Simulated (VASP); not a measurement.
# InH3 (P-3m1) in VASP: single point with PBE

Aim: the single point of InH3 with PBE.

Everything below comes from runs of VASP 6.6.1. Logs are shortened: lines on timing, memory, paths and dates and some standing lists are left out, and cuts for length are marked.

### 1 The cell of the first run

The structure is trigonal, space group P-3m1 (No. 164). The conventional cell has a = 7.652 Å, b = 7.652 Å, c = 3.927 Å, α = 90.00°, β = 90.00°, γ = 120.00°. In (site symmetry 2/m) has 6 H at 1.94 to 1.96 Å within 2.6 Å. H (site symmetry 2/m) has 2 In at 1.96 Å and 4 H at 2.60 Å within 2.6 Å. H (site symmetry m) has 2 In at 1.94 Å and 4 H at 2.38 to 2.60 Å within 2.6 Å.

### 2 Single point, PBE

File INCAR:

```
PREC = Accurate
ENCUT = 520
EDIFF = 1E-6
ISMEAR = 0
SIGMA = 0.1
LREAL = False
LASPH = True
NELM = 80
ALGO = Normal
ISIF = 2
LWAVE = False
LCHARG = False
GGA = PE
NBANDS = 36
```

File KPOINTS:

```
Automatic mesh
0
Gamma
  3 3 4
```

File POSCAR:

```
InH3
1.0
    7.6519192000      0.0000000000      0.0000000000
   -3.8259596000      6.6267564100      0.0000000000
    0.0000000000      0.0000000000      3.9270968000
In H
3 9
Direct
    0.5000000000      0.0000000000      0.0000000000
    0.5000000000      0.5000000000      0.0000000000
    0.0000000000      0.5000000000      0.0000000000
    0.5000000000      0.0000000000      0.5000000000
    0.5405764600      0.7702882300      0.9429479100
    0.4594235400      0.2297117700      0.0570520900
    0.2297117700      0.7702882300      0.9429479100
    0.7702882300      0.2297117700      0.0570520900
    0.5000000000      0.5000000000      0.5000000000
    0.2297117700      0.4594235400      0.9429479100
    0.7702882300      0.5405764600      0.0570520900
    0.0000000000      0.5000000000      0.5000000000
```

Potentials or basis: VASP PAW PBE potentials, release 64 (In_d, H).

Started as:

```
$ cat potpaw_PBE.64/In_d/POTCAR potpaw_PBE.64/H/POTCAR > POTCAR
$ mpirun -np 1 vasp_std > vasp.out
```

OUTCAR:

```text
PREC = Accurate
   ENCUT = 520
   EDIFF = 1E-6
   ISMEAR = 0
   LREAL = False
   LASPH = True
   NELM = 80
   ISIF = 2
   GGA = PE

 ion  position               nearest neighbor table
   1  0.500  0.000  0.000-   5 1.94   6 1.94   7 1.94   8 1.94   4 1.96   4 1.96   2 3.83   3 3.83
                             2 3.83   3 3.83
   2  0.500  0.500  0.000-   5 1.94   6 1.94  10 1.94  11 1.94   9 1.96   9 1.96   1 3.83   1 3.83
                             3 3.83   3 3.83
   3  0.000  0.500  0.000-   7 1.94   8 1.94  10 1.94  11 1.94  12 1.96  12 1.96   1 3.83   1 3.83
                             2 3.83   2 3.83
   4  0.500  0.000  0.500-   1 1.96   1 1.96
   5  0.541  0.770  0.943-   2 1.94   1 1.94
   6  0.459  0.230  0.057-   2 1.94   1 1.94
   7  0.230  0.770  0.943-   3 1.94   1 1.94
   8  0.770  0.230  0.057-   3 1.94   1 1.94
   9  0.500  0.500  0.500-   2 1.96   2 1.96
  10  0.230  0.459  0.943-   2 1.94   3 1.94
  11  0.770  0.541  0.057-   2 1.94   3 1.94
  12  0.000  0.500  0.500-   3 1.96   3 1.96

  LATTYP: Found a hexagonal cell.
 ALAT       =     7.6519192000
 C/A-ratio  =     0.5132172331

  Lattice vectors:

 A1 = (   7.6519192000,   0.0000000000,   0.0000000000)
 A2 = (  -3.8259596000,   6.6267564100,   0.0000000000)
 A3 = (   0.0000000000,   0.0000000000,   3.9270968000)

Analysis of symmetry for initial positions (statically):
=====================================================================
 Subroutine PRICEL returns:
 Original cell was already a primitive cell.

 Routine SETGRP: Setting up the symmetry group for a
 hexagonal supercell.

 Subroutine GETGRP returns: Found 12 space group operations
 (whereof 12 operations were pure point group operations)
 out of a pool of 24 trial point group operations.

The static configuration has the point symmetry D_3d.

Analysis of symmetry for dynamics (positions and initial velocities):
=====================================================================
 Subroutine PRICEL returns:
 Original cell was already a primitive cell.

 Routine SETGRP: Setting up the symmetry group for a
 hexagonal supercell.

 Subroutine GETGRP returns: Found 12 space group operations
 (whereof 12 operations were pure point group operations)
 out of a pool of 24 trial point group operations.
[... 113 lines left out ...]
   ISYM   =      2    0-nonsym 1-usesym 2-fastsym
   POTIM  = 0.5000    time-step for ionic-motion
   TEBEG  =    0.0;   TEEND  =   0.0 temperature during run
   PSTRESS=    0.0 pullay stress
   NELECT =      48.0000    total number of electrons
   NUPDOWN=      -1.0000    fix difference up-down
   EMIN   =  10.00;   EMAX   =-10.00  energy-range for DOS
   EFERMI =   0.00;   METHOD = LEGACY
   ISMEAR =     0;   SIGMA  =   0.10  broadening in eV -4-tet -1-fermi 0-gaus
   EFERMI_NEDOS =   21; number of points for ismear=-14 and -15
   IALGO  =     38    algorithm
   IMIX   =      4    mixing-type and parameters
     AMIX     =   0.40;   BMIX     =  1.00
     AMIX_MAG =   1.60;   BMIX_MAG =  1.00
  volume/ion in A,a.u.               =      16.59       111.98
  Fermi-wavevector in a.u.,A,eV,Ry     =   1.018844  1.925335 14.123426  1.038043
  Thomas-Fermi vector in A             =   2.152324
   LORBIT       =      0    0 simple, 1 ext, 2 COOP (PROOUT), +10 PAW based schemes
   GGA     = PE    functional components
   LHFCALC =     F    Hartree Fock is set to
   AEXX    =    0.0000 exact exchange contribution
   IVDW    =     0    specifies the selected vdW correction
   LEPSILON=     F    determine dielectric tensor
   LRPA    =     F    only Hartree local field effects (RPA)
 non-spin polarized calculation
 Gauss-broadening in eV      SIGMA  =   0.10
  energy-cutoff  :      520.00
  volume of cell :      199.13
 maximum number of plane-waves:      5414
 NGX is ok and might be reduce to    60
   NGX = 29   NGY = 29   NGZ = 15

 number of electron      48.0000005 magnetization

 Free energy of the ion-electron system (eV)
  ---------------------------------------------------
  ext. energy  EPLUGINS =         0.00000000
  ---------------------------------------------------
  free energy    TOTEN  =       -33.81607447 eV

  energy without entropy =      -33.80890894  energy(sigma->0) =      -33.81249171

 E-fermi :   0.7616     XC(G=0):  -6.8573

 val. band max:        0.6736563342   @ k =   0.3333   0.0000   0.0000
 cond. band min:       0.7944805497   @ k =   0.0000   0.0000   0.0000
 fundamental gap:      0.1208242154
 Fermi energy:         0.7615952016

 k-point     1 :       0.0000    0.0000    0.0000
  band No.  band energies     occupation
      1     -13.8347      2.00000
      2     -13.8347      2.00000
      3     -13.8317      2.00000
      4     -13.6897      2.00000
      5     -13.6897      2.00000
      6     -13.5735      2.00000
[... 379 lines left out ...]
     35       8.1635      0.00000
     36       8.7331      0.00000

------------------------ aborting loop because EDIFF is reached ----------------------------------------

  FORCE on cell =-STRESS in cart. coord.  units (eV):
  Direction    XX          YY          ZZ          XY          YZ          ZX
  --------------------------------------------------------------------------------------
  -------------------------------------------------------------------------------------
  Total       -0.7522201     -0.7522201     -1.9784666      0.0000000     -0.0000000      0.0000000
  in kB       -6.0521895     -6.0521895    -15.9182867      0.0000000     -0.0000000      0.0000000
  external PRESSURE =      -9.3408886 kB  Pullay stress =       0.0000000 kB

 VOLUME and BASIS-vectors are now :
 -----------------------------------------------------------------------------
  energy-cutoff  :      520.00
  volume of cell :      199.13
      direct lattice vectors                 reciprocal lattice vectors
     7.651919200  0.000000000  0.000000000     0.130686168  0.075451694  0.000000000
    -3.825959600  6.626756410  0.000000000     0.000000000  0.150903389  0.000000000
     0.000000000  0.000000000  3.927096800     0.000000000  0.000000000  0.254641037

 POSITION                                       TOTAL-FORCE (eV/Angst)
 -----------------------------------------------------------------------------------
      3.82596      0.00000      0.00000        -0.000000      0.000000     -0.000000
      1.91298      3.31338      0.00000        -0.000000      0.000000     -0.000000
     -1.91298      3.31338      0.00000        -0.000000      0.000000     -0.000000
      3.82596      0.00000      1.96355        -0.000000      0.000000     -0.000000
      1.18936      5.10451      3.70305         0.308681      0.178217      0.300320
      2.63660      1.52224      0.22405        -0.308681     -0.178217     -0.300320
     -1.18936      5.10451      3.70305        -0.308681      0.178217      0.300320
      5.01532      1.52224      0.22405         0.308681     -0.178217     -0.300320
      1.91298      3.31338      1.96355        -0.000000      0.000000     -0.000000
      0.00000      3.04449      3.70305        -0.000000     -0.356434      0.300320
      3.82596      3.58227      0.22405        -0.000000      0.356434     -0.300320
     -1.91298      3.31338      1.96355        -0.000000      0.000000     -0.000000
 -----------------------------------------------------------------------------------
    total drift:                                0.000000     -0.000000     -0.000000

  FREE ENERGIE OF THE ION-ELECTRON SYSTEM (eV)
  ---------------------------------------------------
  free  energy   TOTEN  =       -33.8160744726 eV

  energy  without entropy=      -33.8089089428  energy(sigma->0) =      -33.81249171
```

Run time: 2.4 min. Hardware: 1 thread of Oxide Virtual Turin-like, shared host; peak memory 0.31 GiB.

What came out:

* Free energy: -33.8161 eV
* Pressure: -0.9 GPa
* Largest force: 0.466 eV/Å
* Band gap on the k mesh: zero (band 24 reaches 0.79 eV, above the bottom of band 25 at 0.42 eV)

Forces in eV/Å, atoms in the order of the input:
```
In   0.000  0.000  0.000
In   0.000  0.000  0.000
In   0.000  0.000  0.000
H    0.000  0.000  0.000
H    0.309  0.178  0.300
H   -0.309 -0.178 -0.300
H   -0.309  0.178  0.300
H    0.309 -0.178 -0.300
H    0.000  0.000  0.000
H    0.000 -0.356  0.300
H    0.000  0.356 -0.300
H    0.000  0.000  0.000
```

Stress tensor (GPa, compression positive):
```
-0.61  0.00  0.00
 0.00 -0.61  0.00
 0.00  0.00 -1.59
```

Caveat: the k points lie up to 0.40 Å⁻¹ apart; spin-orbit coupling is left out, which moves the levels of the heavy elements.
